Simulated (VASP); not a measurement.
# TiO2 (P4_2/mnm) in VASP: notebook

Runs on TiO2. Level: r2SCAN. Tasks: single point.

All numbers are computed with VASP 6.6.1; they aren't measurements. Logs are shortened: lines on timing, memory, paths and dates and some standing lists are left out, and cuts for length are marked.

**Measured values to compare with.**

From “Shallow Valence Band of Rutile GeO2 and P-type Doping”, 2020, arxiv:2011.08928, for a bulk crystal of TiO2 at 1.6 K: band gap 3.03 eV (direct).

The results are compared with them further down.

### 1 The cell of the first run

It takes space group P4_2/mnm (No. 136, tetragonal). Conventional cell: a = 4.597 Å, b = 4.597 Å, c = 2.954 Å, α = 90.00°, β = 90.00°, γ = 90.00°. Ti (site symmetry mmm) has 6 O at 1.95 to 1.98 Å within 2.6 Å. Within 2.6 Å of O (site symmetry m2m) lie 3 Ti at 1.95 to 1.98 Å and 1 O at 2.54 Å.

### 2 Single point, r2SCAN

Input file POSCAR:

```
TiO2
1.0
    4.5969450438      0.0000000000      0.0000000000
    0.0000000000      4.5969450438      0.0000000000
    0.0000000000      0.0000000000      2.9535430429
Ti O
2 4
Direct
    0.0000000000      0.0000000000      0.0000000000
    0.5000000000      0.5000000000      0.5000000000
    0.3046314523      0.3046314523      0.0000000000
    0.1953685477      0.8046314523      0.5000000000
    0.6953685477      0.6953685477      0.0000000000
    0.8046314523      0.1953685477      0.5000000000
```

Input file INCAR.step1:

```
PREC = Accurate
ENCUT = 520
ISMEAR = 0
SIGMA = 0.02
LREAL = False
LASPH = True
NELM = 60
NBANDS = 33
GGA = PE
ALGO = Normal
EDIFF = 1E-4
LWAVE = True
LCHARG = False
```

Input file INCAR.step2:

```
PREC = Accurate
ENCUT = 520
EDIFF = 1E-7
ISMEAR = 0
SIGMA = 0.02
LREAL = False
LASPH = True
NELM = 60
ALGO = Normal
ISIF = 2
LWAVE = False
LCHARG = False
METAGGA = R2SCAN
LMIXTAU = True
NBANDS = 33
ISTART = 1
```

Input file KPOINTS:

```
regular mesh
0
Gamma
  6 6 10
```

Potentials or basis: VASP PAW PBE potentials, release 64 (Ti_sv, O).

Command:

```bash
$ cat potpaw_PBE.64/Ti_sv/POTCAR potpaw_PBE.64/O/POTCAR > POTCAR
$ cp INCAR.step1 INCAR
$ mpirun -np 1 vasp_std > vasp.out
$ cp INCAR.step2 INCAR
$ mpirun -np 1 vasp_std > vasp.out
```

OUTCAR:

```text
PREC = Accurate
   ENCUT = 520
   EDIFF = 1E-7
   ISMEAR = 0
   LREAL = False
   LASPH = True
   NELM = 60
   ISIF = 2
   METAGGA = R2SCAN
   ISTART = 1

 ion  position               nearest neighbor table
   1  0.000  0.000  0.000-   4 1.95   6 1.95   4 1.95   6 1.95   5 1.98   3 1.98
   2  0.500  0.500  0.500-   3 1.95   5 1.95   3 1.95   5 1.95   4 1.98   6 1.98
   3  0.305  0.305  0.000-   2 1.95   2 1.95   1 1.98
   4  0.195  0.805  0.500-   1 1.95   1 1.95   2 1.98
   5  0.695  0.695  0.000-   2 1.95   2 1.95   1 1.98
   6  0.805  0.195  0.500-   1 1.95   1 1.95   2 1.98

  LATTYP: Found a simple tetragonal cell.
 ALAT       =     4.5969450438
 C/A-ratio  =     0.6425012731

  Lattice vectors:

 A1 = (   4.5969450438,   0.0000000000,   0.0000000000)
 A2 = (   0.0000000000,   4.5969450438,   0.0000000000)
 A3 = (   0.0000000000,   0.0000000000,   2.9535430429)

Analysis of symmetry for initial positions (statically):
=====================================================================
 Subroutine PRICEL returns:
 Original cell was already a primitive cell.

 Routine SETGRP: Setting up the symmetry group for a
 simple tetragonal supercell.

 Subroutine GETGRP returns: Found 16 space group operations
 (whereof  8 operations were pure point group operations)
 out of a pool of 16 trial point group operations.

The static configuration has the point symmetry D_2h.
 The point group associated with its full space group is D_4h.

Analysis of symmetry for dynamics (positions and initial velocities):
=====================================================================
 Subroutine PRICEL returns:
 Original cell was already a primitive cell.

 Routine SETGRP: Setting up the symmetry group for a
 simple tetragonal supercell.

 Subroutine GETGRP returns: Found 16 space group operations
 (whereof  8 operations were pure point group operations)
 out of a pool of 16 trial point group operations.

The dynamic configuration has the point symmetry D_2h.
 The point group associated with its full space group is D_4h.

 Subroutine INISYM returns: Found 16 space group operations
 (whereof  8 operations are pure point group operations),
 and found     1 'primitive' translations

----------------------------------------------------------------------------------------

                                     Primitive cell

  volume of cell :      62.4140

  direct lattice vectors                    reciprocal lattice vectors
     4.596945044  0.000000000  0.000000000     0.217535774  0.000000000  0.000000000
     0.000000000  4.596945044  0.000000000     0.000000000  0.217535774  0.000000000
     0.000000000  0.000000000  2.953543043     0.000000000  0.000000000  0.338576410

  length of vectors
     4.596945044  4.596945044  2.953543043     0.217535774  0.217535774  0.338576410

  position of ions in fractional coordinates (direct lattice)
     0.000000000  0.000000000  0.000000000
     0.500000000  0.500000000  0.500000000
     0.304631452  0.304631452  0.000000000
     0.195368548  0.804631452  0.500000000
     0.695368548  0.695368548  0.000000000
     0.804631452  0.195368548  0.500000000

  ion indices of the primitive-cell ions
   primitive index   ion index
                 1           1
                 2           2
                 3           3
                 4           4
                 5           5
                 6           6

----------------------------------------------------------------------------------------

 KPOINTS: regular mesh

Automatic generation of k-mesh.
 Grid dimensions read from file:
 generate k-points for:    6    6   10

 Generating k-lattice:

  Cartesian coordinates                     Fractional coordinates (reciprocal lattice)
     0.036255962  0.000000000  0.000000000     0.166666667  0.000000000  0.000000000
     0.000000000  0.036255962  0.000000000     0.000000000  0.166666667  0.000000000
     0.000000000  0.000000000  0.033857641     0.000000000  0.000000000  0.100000000

  Length of vectors
     0.036255962  0.036255962  0.033857641

  Shift w.r.t. Gamma in fractional coordinates (k-lattice)
     0.000000000  0.000000000  0.000000000

 Subroutine IBZKPT returns following result:
 ===========================================

 Found     60 irreducible k-points:

 Following reciprocal coordinates:
            Coordinates               Weight
  0.000000  0.000000  0.000000      1.000000
  0.166667  0.000000  0.000000      4.000000
  0.333333  0.000000  0.000000      4.000000
  0.500000  0.000000  0.000000      2.000000
  0.166667  0.166667  0.000000      4.000000
  0.333333  0.166667  0.000000      8.000000
[... 16 lines left out ...]
  0.333333  0.000000  0.200000      8.000000
  0.500000  0.000000  0.200000      4.000000
 [... further k-points ...]
   k-points           NKPTS =     60   k-points in BZ     NKDIM =     60   number of bands    NBANDS=     33
   number of dos      NEDOS =    301   number of ions     NIONS =      6
   total plane-waves  NPLWV =  31104
   dimension x,y,z NGX =    36 NGY =   36 NGZ =   24
   dimension x,y,z NGXF=    72 NGYF=   72 NGZF=   48
   ions per type =               2   4
   NGX,Y,Z   is equivalent  to a cutoff of  13.02, 13.02, 13.51 a.u.
   NGXF,Y,Z  is equivalent  to a cutoff of  26.04, 26.04, 27.02 a.u.
 SYSTEM =  unknown system
   PREC   = accura    normal or accurate (medium, high low for compatibility)
   ISTART =      1    job   : 0-new  1-cont  2-samecut
   ICHARG =      0    charge: 1-file 2-atom 10-const
   ISPIN  =      1    spin polarized calculation?
   LNONCOLLINEAR =      F non collinear calculations
   LSORBIT =      F    spin-orbit coupling
   LASPH  =      T    aspherical Exc in radial PAW
   ENCUT  =  520.0 eV  38.22 Ry    6.18 a.u.   8.55  8.55  5.49*2*pi/ulx,y,z
   NELM   =     60;   NELMIN=  2; NELMDL=  0     # of ELM steps
   EDIFF  = 0.1E-06   stopping-criterion for ELM
   LREAL  =      F    real-space projection
   EDIFFG = 0.1E-05   stopping-criterion for IOM
   NSW    =      0    number of steps for IOM
   IBRION =     -1    ionic relax: 0-MD 1-quasi-New 2-CG
   NFREE  =      0    steps in history (QN), initial steepest desc. (CG)
   ISIF   =      2    stress and relaxation
   ISYM   =      2    0-nonsym 1-usesym 2-fastsym
   POTIM  = 0.5000    time-step for ionic-motion
   TEBEG  =    0.0;   TEEND  =   0.0 temperature during run
   PSTRESS=    0.0 pullay stress
   NELECT =      48.0000    total number of electrons
   NUPDOWN=      -1.0000    fix difference up-down
   EMIN   =  10.00;   EMAX   =-10.00  energy-range for DOS
   EFERMI =   0.00;   METHOD = LEGACY
   ISMEAR =     0;   SIGMA  =   0.02  broadening in eV -4-tet -1-fermi 0-gaus
   EFERMI_NEDOS =   21; number of points for ismear=-14 and -15
   IALGO  =     38    algorithm
   IMIX   =      4    mixing-type and parameters
     AMIX     =   0.40;   BMIX     =  1.00
     AMIX_MAG =   1.60;   BMIX_MAG =  1.00
  volume/ion in A,a.u.               =      10.40        70.20
  Fermi-wavevector in a.u.,A,eV,Ry     =   1.499896  2.834393 30.608881  2.249689
  Thomas-Fermi vector in A             =   2.611467
   LORBIT       =      0    0 simple, 1 ext, 2 COOP (PROOUT), +10 PAW based schemes
   METAGGA = R2SCAN    functional components
   LHFCALC =     F    Hartree Fock is set to
   AEXX    =    0.0000 exact exchange contribution
   IVDW    =     0    specifies the selected vdW correction
   LEPSILON=     F    determine dielectric tensor
   LRPA    =     F    only Hartree local field effects (RPA)
 non-spin polarized calculation
 Gauss-broadening in eV      SIGMA  =   0.02
  energy-cutoff  :      520.00
  volume of cell :       62.41
 maximum number of plane-waves:      1698
 NGX is ok and might be reduce to    36
   NGX = 17   NGY = 17   NGZ = 11

 number of electron      48.0000021 magnetization

 Free energy of the ion-electron system (eV)
  ---------------------------------------------------
  ext. energy  EPLUGINS =         0.00000000
  ---------------------------------------------------
  free energy    TOTEN  =       -69.79422004 eV

  energy without entropy =      -69.79422004  energy(sigma->0) =      -69.79422004

 E-fermi :   4.7021     XC(G=0): -12.1565

 val. band max:        4.5430835508   @ k =   0.0000   0.0000   0.0000
 cond. band min:       6.7723401338   @ k =   0.0000   0.0000   0.0000
 fundamental gap:      2.2292565830
 Fermi energy:         4.7020640306

 k-point     1 :       0.0000    0.0000    0.0000
  band No.  band energies     occupation
      1     -54.5989      2.00000
      2     -54.5811      2.00000
      3     -29.8657      2.00000
      4     -29.8657      2.00000
      5     -29.6873      2.00000
      6     -29.6873      2.00000
[... 25 lines left out ...]
     32      11.5302      0.00000
     33      11.5302      0.00000

 k-point     2 :       0.1667    0.0000    0.0000
  band No.  band energies     occupation
      1     -54.5978      2.00000
      2     -54.5823      2.00000
      3     -29.8561      2.00000
      4     -29.8553      2.00000
      5     -29.6988      2.00000
      6     -29.6979      2.00000
[... 25 lines left out ...]
     32      11.4318      0.00000
     33      11.4523      0.00000

 k-point     3 :       0.3333    0.0000    0.0000
  band No.  band energies     occupation
      1     -54.5945      2.00000
      2     -54.5856      2.00000
      3     -29.8309      2.00000
      4     -29.8287      2.00000
      5     -29.7275      2.00000
      6     -29.7253      2.00000
[... 25 lines left out ...]
     32      11.2340      0.00000
     33      11.2737      0.00000

 k-point     4 :       0.5000    0.0000    0.0000
  band No.  band energies     occupation
      1     -54.5900      2.00000
      2     -54.5900      2.00000
      3     -29.8089      2.00000
      4     -29.8089      2.00000
      5     -29.7484      2.00000
      6     -29.7484      2.00000
[... 673 lines left out ...]
     32      10.8154      0.00000
     33      11.0180      0.00000

 k-point    23 :       0.3333    0.0000    0.2000
  band No.  band energies     occupation
      1     -54.5794      2.00000
      2     -54.5721      2.00000
      3     -29.8312      2.00000
      4     -29.8103      2.00000
      5     -29.7851      2.00000
      6     -29.7704      2.00000
[... 25 lines left out ...]
     32      10.4082      0.00000
     33      11.0251      0.00000

 k-point    24 :       0.5000    0.0000    0.2000
  band No.  band energies     occupation
      1     -54.5757      2.00000
      2     -54.5757      2.00000
      3     -29.8226      2.00000
      4     -29.8226      2.00000
      5     -29.7656      2.00000
      6     -29.7656      2.00000
[... 25 lines left out ...]
     32      10.2065      0.00000
     33      11.4312      0.00000

 [... further k-points ...]
[... 5 lines left out ...]
  --------------------------------------------------------------------------------------
  -------------------------------------------------------------------------------------
  Total        0.3958908      0.3958908      0.6772695      0.0000000      0.0000000      0.0000000
  in kB       10.1625821     10.1625821     17.3856194      0.0000000      0.0000000      0.0000000
  external PRESSURE =      12.5702612 kB  Pullay stress =       0.0000000 kB

 VOLUME and BASIS-vectors are now :
 -----------------------------------------------------------------------------
  energy-cutoff  :      520.00
  volume of cell :       62.41
      direct lattice vectors                 reciprocal lattice vectors
     4.596945044  0.000000000  0.000000000     0.217535774  0.000000000  0.000000000
     0.000000000  4.596945044  0.000000000     0.000000000  0.217535774  0.000000000
     0.000000000  0.000000000  2.953543043     0.000000000  0.000000000  0.338576410

 POSITION                                       TOTAL-FORCE (eV/Angst)
 -----------------------------------------------------------------------------------
      0.00000      0.00000      0.00000        -0.000000      0.000000     -0.000000
      2.29847      2.29847      1.47677        -0.000000      0.000000     -0.000000
      1.40037      1.40037      0.00000        -0.025586     -0.025586      0.000000
      0.89810      3.69885      1.47677         0.025586     -0.025586     -0.000000
      3.19657      3.19657      0.00000         0.025586      0.025586     -0.000000
      3.69885      0.89810      1.47677        -0.025586      0.025586     -0.000000
 -----------------------------------------------------------------------------------
    total drift:                                0.000000      0.000000     -0.000000

  FREE ENERGIE OF THE ION-ELECTRON SYSTEM (eV)
  ---------------------------------------------------
  free  energy   TOTEN  =       -69.7942200366 eV

  energy  without entropy=      -69.7942200366  energy(sigma->0) =      -69.79422004
```

Wall time 3.1 min (1 thread of Intel Xeon 6975P-C (Granite Rapids), shared host); peak memory 0.23 GiB.

What came out:

| Quantity | Value |
| --- | --- |
| Free energy | -69.7942 eV |
| Pressure | 1.3 GPa |
| Largest force | 0.036 eV/Å |
| Band gap on the k mesh | 2.23 eV, direct |

Forces on the atoms (eV/Å):
```
Ti   0.000  0.000  0.000
Ti   0.000  0.000  0.000
O   -0.026 -0.026  0.000
O    0.026 -0.026  0.000
O    0.026  0.026  0.000
O   -0.026  0.026  0.000
```

Levels at points of the mesh, in eV from the valence-band top:
| k point | band 22 | band 23 | band 24 | band 25 | band 26 | band 27 |
| --- | --- | --- | --- | --- | --- | --- |
| (0.00, 0.00, 0.00) | -0.49 | -0.49 | 0.00 | 2.23 | 2.55 | 2.79 |
| (0.50, 0.00, 0.00) | -1.70 | -0.77 | -0.77 | 2.92 | 2.92 | 3.41 |
| (0.50, 0.50, 0.00) | -1.38 | -1.13 | -1.13 | 2.27 | 2.27 | 2.90 |
| (0.00, 0.00, 0.50) | -2.40 | -1.48 | -1.48 | 3.33 | 3.33 | 3.59 |
| (0.50, 0.00, 0.50) | -2.08 | -1.09 | -1.09 | 2.29 | 2.29 | 3.62 |
| (0.50, 0.50, 0.50) | -1.32 | -0.72 | -0.72 | 2.97 | 2.97 | 3.60 |

Caveat: the PAW data sets were made with another functional, which shifts forces and pressure a little.

(Part 1 of 3 ends here.)
